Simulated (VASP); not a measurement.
# NaF (I4/mmm) in VASP: notebook, part 2 of 2

VASP 6.6.1. The steps go on from the part before.

**3. Single point, r2SCAN (strain -0.015 along x and y, +0.000 along z)**

POSCAR reads:

```
NaF
1.0
    0.0000000000      2.2884505000      2.3233000000
    2.2884505000      0.0000000000      2.3233000000
    2.2884505000      2.2884505000      0.0000000000
Na F
1 1
Direct
    0.0000000000      0.0000000000      0.0000000000
    0.5000000000      0.5000000000      0.5000000000
```

INCAR.step1 reads:

```
SYSTEM = NaF
  PREC = Accurate
  ENCUT = 520
  ISMEAR = 0
  SIGMA = 0.05
  LREAL = .False.
  LASPH = .True.
  NELM = 100
  NBANDS = 14
  GGA = PE
  ALGO = Normal
  EDIFF = 1E-4
  LWAVE = .True.
  LCHARG = .False.
```

INCAR.step2 reads:

```
SYSTEM = NaF
  PREC = Accurate
  ENCUT = 520
  EDIFF = 1E-7
  ISMEAR = 0
  SIGMA = 0.05
  LREAL = .False.
  LASPH = .True.
  NELM = 100
  ALGO = Normal
  ISIF = 2
  LWAVE = .False.
  LCHARG = .False.
  METAGGA = R2SCAN
  LMIXTAU = .True.
  NBANDS = 14
  ISTART = 1
```

KPOINTS reads:

```
Automatic mesh
0
Gamma
  8 8 8
  0 0 0
```

Potentials or basis: VASP PAW PBE potentials, release 64 (Na_pv, F).

Command:

```bash
> cat potpaw_PBE.64/Na_pv/POTCAR potpaw_PBE.64/F/POTCAR > POTCAR
> cp INCAR.step1 INCAR
> mpirun -np 1 vasp_std > vasp.out
> cp INCAR.step2 INCAR
> mpirun -np 1 vasp_std > vasp.out
```

OUTCAR:

```text
SYSTEM = NaF
   PREC = Accurate
   ENCUT = 520
   EDIFF = 1E-7
   ISMEAR = 0
   LREAL = .False.
   LASPH = .True.
   NELM = 100
   ISIF = 2
   METAGGA = R2SCAN
   ISTART = 1

 ion  position               nearest neighbor table
   1  0.000  0.000  0.000-   2 2.29   2 2.29   2 2.29   2 2.29   2 2.32   2 2.32
   2  0.500  0.500  0.500-   1 2.29   1 2.29   1 2.29   1 2.29   1 2.32   1 2.32

  LATTYP: Found a body centered tetragonal cell.
 ALAT       =     3.2363577339
 C/A-ratio  =     1.4357498095

  Lattice vectors:

 A1 = (  -2.2884505000,   0.0000000000,   2.3233000000)
 A2 = (   2.2884505000,   0.0000000000,   2.3233000000)
 A3 = (   0.0000000000,   2.2884505000,  -2.3233000000)

Analysis of symmetry for initial positions (statically):
=====================================================================
 Subroutine PRICEL returns:
 Original cell was already a primitive cell.

 Routine SETGRP: Setting up the symmetry group for a
 body centered tetragonal supercell.

 Subroutine GETGRP returns: Found 16 space group operations
 (whereof 16 operations were pure point group operations)
 out of a pool of 16 trial point group operations.

The static configuration has the point symmetry D_4h.

Analysis of symmetry for dynamics (positions and initial velocities):
=====================================================================
 Subroutine PRICEL returns:
 Original cell was already a primitive cell.

 Routine SETGRP: Setting up the symmetry group for a
 body centered tetragonal supercell.

 Subroutine GETGRP returns: Found 16 space group operations
 (whereof 16 operations were pure point group operations)
 out of a pool of 16 trial point group operations.

The dynamic configuration has the point symmetry D_4h.

 Subroutine INISYM returns: Found 16 space group operations
 (whereof 16 operations are pure point group operations),
 and found     1 'primitive' translations
[... 116 lines left out ...]
  volume/ion in A,a.u.               =      12.17        82.11
  Fermi-wavevector in a.u.,A,eV,Ry     =   1.361585  2.573022 25.224024  1.853913
  Thomas-Fermi vector in A             =   2.488148
   LORBIT       =      0    0 simple, 1 ext, 2 COOP (PROOUT), +10 PAW based schemes
   METAGGA = R2SCAN    functional components
   LHFCALC =     F    Hartree Fock is set to
   AEXX    =    0.0000 exact exchange contribution
   IVDW    =     0    specifies the selected vdW correction
   LEPSILON=     F    determine dielectric tensor
   LRPA    =     F    only Hartree local field effects (RPA)
 non-spin polarized calculation
 Gauss-broadening in eV      SIGMA  =   0.05
  energy-cutoff  :      520.00
  volume of cell :       24.33
 maximum number of plane-waves:       670
   NGX = 13   NGY = 13   NGZ = 13

 number of electron      13.9999989 magnetization

 Free energy of the ion-electron system (eV)
  ---------------------------------------------------
  ext. energy  EPLUGINS =         0.00000000
  ---------------------------------------------------
  free energy    TOTEN  =       -12.60164213 eV

  energy without entropy =      -12.60164213  energy(sigma->0) =      -12.60164213

 E-fermi :  -2.3564     XC(G=0):  -9.8901

 val. band max:       -2.6298448162   @ k =   0.0000   0.0000   0.0000
 cond. band min:       4.6683906819   @ k =   0.0000   0.0000   0.0000
 fundamental gap:      7.2982354981
 Fermi energy:        -2.3564388853

 k-point     1 :       0.0000    0.0000    0.0000
  band No.  band energies     occupation
      1     -22.9636      2.00000
      2     -22.0655      2.00000
      3     -22.0617      2.00000
      4     -22.0615      2.00000
      5      -2.6317      2.00000
      6      -2.6299      2.00000
      7      -2.6298      2.00000
      8       4.6684      0.00000
      9      17.2465      0.00000
     10      17.3521      0.00000
     11      17.3522      0.00000
     12      20.0193      0.00000
     13      22.4303      0.00000
     14      22.8812      0.00000
[... 377 lines left out ...]
      1     -23.2323      2.00000
      2     -22.0846      2.00000
      3     -22.0789      2.00000
      4     -21.6770      2.00000
      5      -3.8612      2.00000
      6      -2.9237      2.00000
      7      -2.8820      2.00000
      8       7.9813      0.00000
      9      12.2836      0.00000
     10      17.9834      0.00000
     11      18.4405      0.00000
     12      19.7334      0.00000
     13      22.7013      0.00000
     14      24.8079      0.00000

 [... further k-points ...]
[... 5 lines left out ...]
  --------------------------------------------------------------------------------------
  -------------------------------------------------------------------------------------
  Total       -0.0880927     -0.0880927     -0.2753429      0.0000000     -0.0000000      0.0000000
  in kB       -5.8000571     -5.8000571    -18.1286782      0.0000000     -0.0000000      0.0000000
  external PRESSURE =      -9.9095975 kB  Pullay stress =       0.0000000 kB

 VOLUME and BASIS-vectors are now :
 -----------------------------------------------------------------------------
  energy-cutoff  :      520.00
  volume of cell :       24.33
      direct lattice vectors                 reciprocal lattice vectors
     0.000000000  2.288450500  2.323300000    -0.218488449  0.218488449  0.215211122
     2.288450500  0.000000000  2.323300000     0.218488449 -0.218488449  0.215211122
     2.288450500  2.288450500  0.000000000     0.218488449  0.218488449 -0.215211122

 POSITION                                       TOTAL-FORCE (eV/Angst)
 -----------------------------------------------------------------------------------
      0.00000      0.00000      0.00000        -0.000000      0.000000      0.000000
      2.28845      2.28845      2.32330         0.000000     -0.000000      0.000000
 -----------------------------------------------------------------------------------
    total drift:                                0.000000     -0.000000      0.000000

  FREE ENERGIE OF THE ION-ELECTRON SYSTEM (eV)
  ---------------------------------------------------
  free  energy   TOTEN  =       -12.6016421278 eV

  energy  without entropy=      -12.6016421278  energy(sigma->0) =      -12.60164213
```

OSZICAR.step1:

```text
N       E                     dE             d eps       ncg     rms          rms(c)
DAV:   1     0.106780797333E+03    0.10678E+03   -0.79294E+03  1678   0.123E+03
DAV:   2    -0.416834355059E+01   -0.11095E+03   -0.10316E+03  1802   0.341E+02
DAV:   3    -0.940111616644E+01   -0.52328E+01   -0.52231E+01  2114   0.671E+01
DAV:   4    -0.944321387229E+01   -0.42098E-01   -0.42096E-01  1826   0.642E+00
DAV:   5    -0.944365277128E+01   -0.43890E-03   -0.43890E-03  2108   0.654E-01    0.543E+00
DAV:   6    -0.855791599485E+01    0.88574E+00   -0.30419E+00  1990   0.150E+01    0.180E+00
DAV:   7    -0.854854474936E+01    0.93712E-02   -0.30031E-02  1706   0.205E+00    0.105E+00
DAV:   8    -0.854999008936E+01   -0.14453E-02   -0.27766E-02  1778   0.324E+00    0.147E-01
DAV:   9    -0.855059559122E+01   -0.60550E-03   -0.39495E-03  2048   0.595E-01    0.114E-01
DAV:  10    -0.855052028897E+01    0.75302E-04   -0.69531E-04  1796   0.322E-01
   1 F= -.85505203E+01 E0= -.85505203E+01  d E =-.952862E-22
```

Wall time 20 s (1 thread of Intel Xeon 6975P-C (Granite Rapids), shared host); peak memory 0.14 GiB.

Results:

| Item | Value |
| --- | --- |
| Free energy | -12.6016 eV |
| Pressure | -1.0 GPa |
| Band gap on the k mesh | 7.30 eV, direct |

Caveat: the cell differs from its parent crystal (strain -0.015 along x and y, +0.000 along z); the PAW data sets were made with another functional, which shifts forces and pressure a little.
